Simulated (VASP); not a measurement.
# K2H (I4/mcm) in VASP: a series of runs

The runs below take K2H through single point, relaxation of cell and atoms, with PBE.

All numbers are computed with VASP 6.6.1; they aren't measurements. Logs are shortened: lines on timing, memory, paths and dates and some standing lists are left out, and cuts for length are marked.

## (1) The cell of the first run

The structure is tetragonal, space group I4/mcm (No. 140). Conventional cell: a = 7.285 Å, b = 7.285 Å, c = 6.064 Å, α = 90.00°, β = 90.00°, γ = 90.00°. Within 4.1 Å of K (site symmetry m2m) lie 4 H at 3.11 Å and 11 K at 3.44 to 3.89 Å. H (site symmetry 422) has 2 H at 3.03 Å and 8 K at 3.11 Å within 4.0 Å.

## (2) Single point, PBE

INCAR reads:

```
SYSTEM = K2H
PREC = Accurate
ENCUT = 520
EDIFF = 1E-7
ISMEAR = 0
SIGMA = 0.1
LREAL = .FALSE.
LASPH = .TRUE.
NELM = 80
ALGO = Normal
ISIF = 2
LWAVE = .FALSE.
LCHARG = .TRUE.
GGA = PE
LELF = .TRUE.
LVHAR = .TRUE.
NBANDS = 28
```

KPOINTS reads:

```
Automatic mesh
0
G
  4 4 4
  0 0 0
```

POSCAR reads:

```
K2H
1.0
   -3.6424246807      3.6424246807      3.0319585192
    3.6424246807     -3.6424246807      3.0319585192
    3.6424246807      3.6424246807     -3.0319585192
K H
4 2
Direct
    0.6670000000      0.1670000000      0.8340000000
    0.1670000000      0.3330000000      0.5000000000
    0.3330000000      0.8330000000      0.1660000000
    0.8330000000      0.6670000000      0.5000000000
    0.2500000000      0.2500000000      0.0000000000
    0.7500000000      0.7500000000      0.0000000000
```

Potentials or basis: VASP PAW PBE potentials, release 64 (K_sv, H).

Launch:

```
$ cat potpaw_PBE.64/K_sv/POTCAR potpaw_PBE.64/H/POTCAR > POTCAR
$ mpirun -np 1 vasp_std > vasp.out
```

OUTCAR:

```text
SYSTEM = K2H
   PREC = Accurate
   ENCUT = 520
   EDIFF = 1E-7
   ISMEAR = 0
   LREAL = .FALSE.
   LASPH = .TRUE.
   NELM = 80
   ISIF = 2
   GGA = PE

 ion  position               nearest neighbor table
   1  0.667  0.167  0.834-   3 3.44   3 3.48   3 3.48
   2  0.167  0.333  0.500-   4 3.44   4 3.48   4 3.48
   3  0.333  0.833  0.166-   1 3.44   1 3.48   1 3.48
   4  0.833  0.667  0.500-   2 3.44   2 3.48   2 3.48
   5  0.250  0.250  0.000-
   6  0.750  0.750  0.000-

  LATTYP: Found a body centered tetragonal cell.
 ALAT       =     7.2848493614
 C/A-ratio  =     0.8324011572

  Lattice vectors:

 A1 = (  -3.6424246807,   3.6424246807,   3.0319585192)
 A2 = (   3.6424246807,  -3.6424246807,   3.0319585192)
 A3 = (   3.6424246807,   3.6424246807,  -3.0319585192)

Analysis of symmetry for initial positions (statically):
=====================================================================
 Subroutine PRICEL returns:
 Original cell was already a primitive cell.

 Routine SETGRP: Setting up the symmetry group for a
 body centered tetragonal supercell.

 Subroutine GETGRP returns: Found 16 space group operations
 (whereof  8 operations were pure point group operations)
 out of a pool of 16 trial point group operations.

The static configuration has the point symmetry C_4h.
 The point group associated with its full space group is D_4h.

Analysis of symmetry for dynamics (positions and initial velocities):
=====================================================================
 Subroutine PRICEL returns:
 Original cell was already a primitive cell.

 Routine SETGRP: Setting up the symmetry group for a
 body centered tetragonal supercell.

 Subroutine GETGRP returns: Found 16 space group operations
 (whereof  8 operations were pure point group operations)
 out of a pool of 16 trial point group operations.

The dynamic configuration has the point symmetry C_4h.
 The point group associated with its full space group is D_4h.

 Subroutine INISYM returns: Found 16 space group operations
 (whereof  8 operations are pure point group operations),
 and found     1 'primitive' translations

----------------------------------------------------------------------------------------

[... 87 lines left out ...]
   NELM   =     80;   NELMIN=  2; NELMDL= -5     # of ELM steps
   EDIFF  = 0.1E-06   stopping-criterion for ELM
   LREAL  =      F    real-space projection
   EDIFFG = 0.1E-05   stopping-criterion for IOM
   NSW    =      0    number of steps for IOM
   IBRION =     -1    ionic relax: 0-MD 1-quasi-New 2-CG
   NFREE  =      0    steps in history (QN), initial steepest desc. (CG)
   ISIF   =      2    stress and relaxation
   ISYM   =      2    0-nonsym 1-usesym 2-fastsym
   POTIM  = 0.5000    time-step for ionic-motion
   TEBEG  =    0.0;   TEEND  =   0.0 temperature during run
   PSTRESS=    0.0 pullay stress
   NELECT =      38.0000    total number of electrons
   NUPDOWN=      -1.0000    fix difference up-down
   EMIN   =  10.00;   EMAX   =-10.00  energy-range for DOS
   EFERMI =   0.00;   METHOD = LEGACY
   ISMEAR =     0;   SIGMA  =   0.10  broadening in eV -4-tet -1-fermi 0-gaus
   EFERMI_NEDOS =   21; number of points for ismear=-14 and -15
   IALGO  =     38    algorithm
   IMIX   =      4    mixing-type and parameters
     AMIX     =   0.40;   BMIX     =  1.00
     AMIX_MAG =   1.60;   BMIX_MAG =  1.00
  volume/ion in A,a.u.               =      26.82       180.97
  Fermi-wavevector in a.u.,A,eV,Ry     =   1.011924  1.912259 13.932232  1.023990
  Thomas-Fermi vector in A             =   2.145003
   LORBIT       =      0    0 simple, 1 ext, 2 COOP (PROOUT), +10 PAW based schemes
   GGA     = PE    functional components
   LHFCALC =     F    Hartree Fock is set to
   AEXX    =    0.0000 exact exchange contribution
   IVDW    =     0    specifies the selected vdW correction
   LEPSILON=     F    determine dielectric tensor
   LRPA    =     F    only Hartree local field effects (RPA)
 non-spin polarized calculation
 Gauss-broadening in eV      SIGMA  =   0.10
  energy-cutoff  :      520.00
  volume of cell :      160.90
 maximum number of plane-waves:      4368
 NGX is ok and might be reduce to    48
   NGX = 23   NGY = 23   NGZ = 23

 number of electron      37.9999995 magnetization

 Free energy of the ion-electron system (eV)
  ---------------------------------------------------
  ext. energy  EPLUGINS =         0.00000000
  ---------------------------------------------------
  free energy    TOTEN  =        -9.20448009 eV

  energy without entropy =       -9.18897454  energy(sigma->0) =       -9.19672732

 E-fermi :   1.5535     XC(G=0):  -7.5605

 val. band max:        1.5528114948   @ k =   0.5000   0.0000  -0.0000
 cond. band min:       1.6161735438   @ k =   0.2500   0.2500  -0.0000
 fundamental gap:      0.0633620490
 Fermi energy:         1.5534855522

 k-point     1 :       0.0000    0.0000    0.0000
  band No.  band energies     occupation
      1     -30.5858      2.00000
      2     -30.5173      2.00000
      3     -30.4663      2.00000
      4     -30.4663      2.00000
      5     -14.3525      2.00000
      6     -14.2454      2.00000
[... 392 lines left out ...]
     27       5.4165      0.00000
     28       5.4174      0.00000

------------------------ aborting loop because EDIFF is reached ----------------------------------------

  FORCE on cell =-STRESS in cart. coord.  units (eV):
  Direction    XX          YY          ZZ          XY          YZ          ZX
  --------------------------------------------------------------------------------------
  -------------------------------------------------------------------------------------
  Total        2.4000439      2.4000439      6.5370579      0.0000000      0.0000000     -0.0000000
  in kB       23.8982093     23.8982093     65.0921338      0.0000000      0.0000000     -0.0000000
  external PRESSURE =      37.6295175 kB  Pullay stress =       0.0000000 kB

 VOLUME and BASIS-vectors are now :
 -----------------------------------------------------------------------------
  energy-cutoff  :      520.00
  volume of cell :      160.90
      direct lattice vectors                 reciprocal lattice vectors
    -3.642424681  3.642424681  3.031958519     0.000000000  0.137271198  0.164909908
     3.642424681 -3.642424681  3.031958519     0.137271198  0.000000000  0.164909908
     3.642424681  3.642424681 -3.031958519     0.137271198  0.137271198  0.000000000

 POSITION                                       TOTAL-FORCE (eV/Angst)
 -----------------------------------------------------------------------------------
      1.21657      4.85899      0.00000         0.521945      0.521945      0.000000
      2.42585      1.21657      0.00000        -0.521945      0.521945      0.000000
      2.42585     -1.21657      3.03196        -0.521945     -0.521945     -0.000000
      1.21657      2.42585      3.03196         0.521945     -0.521945      0.000000
      0.00000      0.00000      1.51598        -0.000000      0.000000     -0.000000
      0.00000      0.00000      4.54794        -0.000000      0.000000     -0.000000
 -----------------------------------------------------------------------------------
    total drift:                               -0.000000      0.000000      0.000000

  FREE ENERGIE OF THE ION-ELECTRON SYSTEM (eV)
  ---------------------------------------------------
  free  energy   TOTEN  =        -9.2044800949 eV

  energy  without entropy=       -9.1889745435  energy(sigma->0) =       -9.19672732
```

stdout:

```text
POSCAR found type information on POSCAR K H
 POSCAR found :  2 types and       6 ions
 scaLAPACK will be used
 LDA part: xc-table for (Slater+PW92), standard interpolation
 POSCAR, INCAR and KPOINTS ok, starting setup
 FFT: planning ... GRIDC
 FFT: planning ... GRID_SOFT
 FFT: planning ... GRID
 WAVECAR not read
 entering main loop
```

Wall time 65 s (1 thread of Intel Xeon Platinum 8559C (Emerald Rapids), shared host); peak memory 0.31 GiB.

Results:

- Free energy: -9.2045 eV
- Pressure: 3.8 GPa
- Largest force: 0.738 eV/Å
- Band gap on the k mesh: zero (bands 19 and 20 overlap by 0.51 eV)

Forces in eV/Å, atoms in the order of the input:
```
K    0.522  0.522  0.000
K   -0.522  0.522  0.000
K   -0.522 -0.522  0.000
K    0.522 -0.522  0.000
H    0.000  0.000  0.000
H    0.000  0.000  0.000
```

Levels at points of the mesh, in eV from the Fermi level:
```csv
k point,band 15,band 16,band 17,band 18,band 19,band 20,band 21,band 22,band 23,band 24
"(0.00, 0.00, 0.00)",-15.36,-15.35,-4.14,-1.97,-0.57,1.21,1.83,1.83,2.40,3.17
"(0.50, 0.00, 0.00)",-15.41,-15.41,-2.85,-2.85,0.00,0.00,1.83,1.83,2.20,2.20
"(0.50, 0.50, 0.00)",-15.40,-15.36,-3.43,-1.83,-1.27,1.23,1.53,1.66,1.73,3.00
"(0.50, 0.50, 0.50)",-15.41,-15.35,-3.03,-1.66,0.09,0.09,0.28,0.54,2.15,2.90
```

Caveat: the cell stands under pressure.

## (3) Single point, PBE

This run uses another cell than the first one, of 34.15 Å³/atom.

INCAR reads:

```
  PREC = Accurate
  ENCUT = 520
  EDIFF = 1E-7
  ISMEAR = 0
  SIGMA = 0.1
  LREAL = False
  LASPH = True
  NELM = 80
  ALGO = Normal
  ISIF = 2
  LWAVE = False
  LCHARG = False
  GGA = PE
  NBANDS = 28
```

KPOINTS reads:

```
Automatic mesh
0
Gamma
  4 4 4
```

POSCAR reads:

```
K2H
1.0
   -3.7612853287      3.7612853287      3.6213378311
    3.7612853287     -3.7612853287      3.6213378311
    3.7612853287      3.7612853287     -3.6213378311
K H
4 2
Direct
    0.7177482528      0.2177482528      0.9354965057
    0.2177482528      0.2822517472      0.5000000000
    0.2822517472      0.7822517472      0.0645034943
    0.7822517472      0.7177482528      0.5000000000
    0.2500000000      0.2500000000      0.0000000000
    0.7500000000      0.7500000000      0.0000000000
```

Potentials or basis: VASP PAW PBE potentials, release 64 (K_sv, H).

Launch:

```
$ cat potpaw_PBE.64/K_sv/POTCAR potpaw_PBE.64/H/POTCAR > POTCAR
$ mpirun -np 1 vasp_std > vasp.out
```

Run time: 86 s. Hardware: 1 thread of Intel Xeon Platinum 8559C (Emerald Rapids), shared host; peak memory 0.33 GiB.

It converged, with:

```
Free energy            : -10.3433 eV
Pressure               : 0.0 GPa
Largest force          : 0.009 eV/Å
Band gap on the k mesh : zero (bands 19 and 20 overlap by 0.61 eV)
```

Forces in eV/Å, atoms in the order of the input:
```
K    0.006  0.006  0.000
K   -0.006  0.006  0.000
K   -0.006 -0.006  0.000
K    0.006 -0.006  0.000
H    0.000  0.000  0.000
H    0.000  0.000  0.000
```

Stress tensor (GPa, compression positive):
```
-0.03  0.00  0.00
 0.00 -0.03  0.00
 0.00  0.00  0.13
```

Levels at points of the mesh, in eV from the Fermi level:
| k point | band 15 | band 16 | band 17 | band 18 | band 19 | band 20 | band 21 | band 22 | band 23 | band 24 |
| --- | --- | --- | --- | --- | --- | --- | --- | --- | --- | --- |
| (0.00, 0.00, 0.00) | -15.41 | -15.37 | -3.75 | -2.35 | -0.50 | 0.98 | 2.75 | 2.75 | 2.77 | 3.26 |
| (0.50, 0.00, 0.00) | -15.41 | -15.41 | -2.82 | -2.82 | 0.01 | 0.01 | 1.90 | 1.90 | 2.68 | 2.68 |
| (0.50, 0.50, 0.00) | -15.43 | -15.43 | -3.17 | -2.24 | -0.96 | 1.09 | 1.91 | 2.00 | 2.19 | 2.87 |
| (0.50, 0.50, 0.50) | -15.41 | -15.40 | -2.75 | -2.17 | 0.34 | 0.34 | 0.38 | 0.50 | 2.39 | 2.44 |

## (4) Relaxation of cell and atoms, PBE

INCAR reads:

```
SYSTEM = K2H
  PREC = Accurate
  ENCUT = 600
  EDIFF = 1E-6
  ISMEAR = 0
  SIGMA = 0.1
  LREAL = .FALSE.
  LASPH = .TRUE.
  NELM = 100
  ALGO = Normal
  ISIF = 3
  LWAVE = .FALSE.
  LCHARG = .FALSE.
  GGA = PE
  IBRION = 2
  NSW = 90
  EDIFFG = -0.04
```

KPOINTS reads:

```
regular mesh
0
G
  4 4 4
  0 0 0
```

POSCAR reads:

```
K2H
1.0
   -3.6424246807      3.6424246807      3.0319585192
    3.6424246807     -3.6424246807      3.0319585192
    3.6424246807      3.6424246807     -3.0319585192
K H
4 2
Direct
    0.6670000000      0.1670000000      0.8340000000
    0.1670000000      0.3330000000      0.5000000000
    0.3330000000      0.8330000000      0.1660000000
    0.8330000000      0.6670000000      0.5000000000
    0.2500000000      0.2500000000      0.0000000000
    0.7500000000      0.7500000000      0.0000000000
```

Launch:

```
$ cat potpaw_PBE.64/K_sv/POTCAR potpaw_PBE.64/H/POTCAR > POTCAR
$ mpirun -np 1 vasp_std > vasp.out
```

Wall time 11 min (1 thread of Intel Xeon Platinum 8559C (Emerald Rapids), shared host); peak memory 0.35 GiB.

Results (log left out):

```yaml
Free_energy: -10.3324 eV
Relaxed_volume: 34.75 Å³/atom
Relaxed_cell: a = 6.472 Å, b = 6.472 Å, c = 6.472 Å, α = 108.50°, β = 108.50°, γ = 111.42°
Space_group_after_relaxing_to_0.1_Å: I4/mcm (No. 140)
Energy_gained_by_relaxing: 187.8 meV/atom
Ionic_steps: 14
Pressure_after_relaxing: -0.1 GPa
Largest_force_after_relaxing: 0.020 eV/Å
Band_gap_on_the_k_mesh: zero (bands 19 and 20 overlap by 0.61 eV)
```

Forces in eV/Å, atoms in the order of the input:
```
K    0.014  0.014  0.000
K   -0.014  0.014  0.000
K   -0.014 -0.014  0.000
K    0.014 -0.014  0.000
H    0.000  0.000  0.000
H    0.000  0.000  0.000
```

The path:
```csv
step,energy change (eV),largest force (eV/Å),pressure (GPa),volume (Å³)
1,0.0000,0.7380,3.79,160.90
2,-0.4484,0.5751,2.18,176.08
3,-0.8765,0.3417,0.12,209.92
4,-0.9086,0.2917,-0.26,221.07
5,-0.9111,0.2777,-0.37,224.63
6,-0.9440,0.2582,-0.31,221.51
7,-1.0180,0.2061,-0.08,212.29
8,-1.0494,0.1243,0.57,194.43
9,-1.0562,0.1440,0.37,199.09
10,-1.0914,0.1002,0.29,199.99
11,-1.1161,0.0388,0.18,201.47
12,-1.1163,0.0331,0.17,201.60
13,-1.1240,0.0262,0.04,204.85
14,-1.1268,0.0201,-0.10,208.49
```

Final structure:
```xyz
6
Lattice="-3.7809 3.7809 3.6460 3.7809 -3.7809 3.6460 3.7809 3.7809 -3.6460" Properties=species:S:1:pos:R:3 pbc="T T T"
K     1.6206    5.4016    0.0000
K     2.1603    1.6206    0.0000
K     2.1603   -1.6206    3.6460
K     1.6206    2.1603    3.6460
H     0.0000    0.0000    1.8230
H     0.0000    0.0000    5.4690
```

Levels at points of the mesh, in eV from the Fermi level:
```csv
k point,band 16,band 17,band 18,band 19,band 20,band 21,band 22,band 23
"(0.00, 0.00, 0.00)",-15.37,-3.69,-2.29,-0.47,1.01,2.68,2.68,2.72
"(0.50, 0.00, 0.00)",-15.41,-2.77,-2.77,0.01,0.01,1.87,1.87,2.65
"(0.50, 0.50, 0.00)",-15.43,-3.12,-2.20,-0.96,1.10,1.86,1.96,2.17
"(0.50, 0.50, 0.50)",-15.40,-2.71,-2.14,0.34,0.34,0.37,0.48,2.35
```

Caveat: the volume moved by over 15 % at a fixed basis, so the end points are rough.

## (5) Single point, PBE

This run uses another cell than the first one, of 34.34 Å³/atom.

INCAR reads:

```
PREC = Accurate ; ENCUT = 520
EDIFF = 1E-6 ; ISMEAR = 0
SIGMA = 0.1 ; LREAL = F
LASPH = T ; NELM = 60
ALGO = Normal ; ISIF = 2
LWAVE = F ; LCHARG = F
GGA = PE ; NBANDS = 28
```

KPOINTS reads:

```
Automatic mesh
0
Gamma
  8 8 8
```

POSCAR reads:

```
K2H
1.0
   -3.7605325789      3.7605325789      3.6428903672
    3.7605325789     -3.7605325789      3.6428903672
    3.7605325789      3.7605325789     -3.6428903672
K H
4 2
Direct
    0.7217860031      0.2217860031      0.9435720062
    0.2217860031      0.2782139969      0.5000000000
    0.2782139969      0.7782139969      0.0564279938
    0.7782139969      0.7217860031      0.5000000000
    0.2500000000      0.2500000000      0.0000000000
    0.7500000000      0.7500000000      0.0000000000
```

Launch:

```
$ cat potpaw_PBE.64/K_sv/POTCAR potpaw_PBE.64/H/POTCAR > POTCAR
$ mpirun -np 1 vasp_std > vasp.out
```

Wall time 5 min (1 thread of Intel Xeon Platinum 8559C (Emerald Rapids), shared host); peak memory 0.48 GiB.

The run converged. Its results:

| Item | Value |
| --- | --- |
| Free energy | -10.3597 eV |
| Pressure | 0.0 GPa |
| Band gap on the k mesh | zero (bands 19 and 20 overlap by 0.72 eV) |

Levels at points of the mesh, in eV from the Fermi level:
| k point | band 16 | band 17 | band 18 | band 19 | band 20 | band 21 | band 22 | band 23 |
| --- | --- | --- | --- | --- | --- | --- | --- | --- |
| (0.00, 0.00, 0.00) | -15.41 | -3.77 | -2.39 | -0.52 | 0.94 | 2.77 | 2.78 | 2.78 |
| (0.50, 0.00, 0.00) | -15.45 | -2.86 | -2.86 | -0.02 | -0.02 | 1.88 | 1.88 | 2.67 |
| (0.50, 0.50, 0.00) | -15.47 | -3.20 | -2.29 | -0.97 | 1.05 | 1.88 | 2.01 | 2.13 |
| (0.50, 0.50, 0.50) | -15.44 | -2.77 | -2.22 | 0.32 | 0.32 | 0.36 | 0.45 | 2.36 |

## (6) Summary

| task | cell | k mesh | cutoff (eV) | gap on the mesh (eV) | pressure (GPa) | largest force (eV/Å) |
| --- | --- | --- | --- | --- | --- | --- |
| single point | a = 5.977 Å, angles 104.9, 104.9, 119.0°, 6 atoms, atomic positions A | 4 × 4 × 4 | 520 | none | 3.8 | 0.74 |
| single point | a = 6.435 Å, angles 108.5, 108.5, 111.5°, 6 atoms, atomic positions B | 4 × 4 × 4 | 520 | none | 0.0 | 0.01 |
| relaxation of cell and atoms | relaxed from a = 5.977 Å, angles 104.9, 104.9, 119.0°, 6 atoms, atomic positions A | 4 × 4 × 4 | 600 | none | -0.1 | 0.02 |
| single point | a = 6.446 Å, angles 108.6, 108.6, 111.2°, 6 atoms, atomic positions C | 8 × 8 × 8 | 520 | none | 0.0 | - |

Alike in all rows: level PBE; potentials or basis VASP PAW PBE potentials, release 64 (K_sv, H); no spin polarisation; smearing gaussian 0.1 eV.

Caveats: the cell stands under pressure (at least some runs); the volume moved by over 15 % at a fixed basis, so the end points are rough (at least some runs).

Absolute energies hang on the potentials; compare differences alone.

The gap in the log of VASP goes by the Fermi energy; the results here count the filled bands.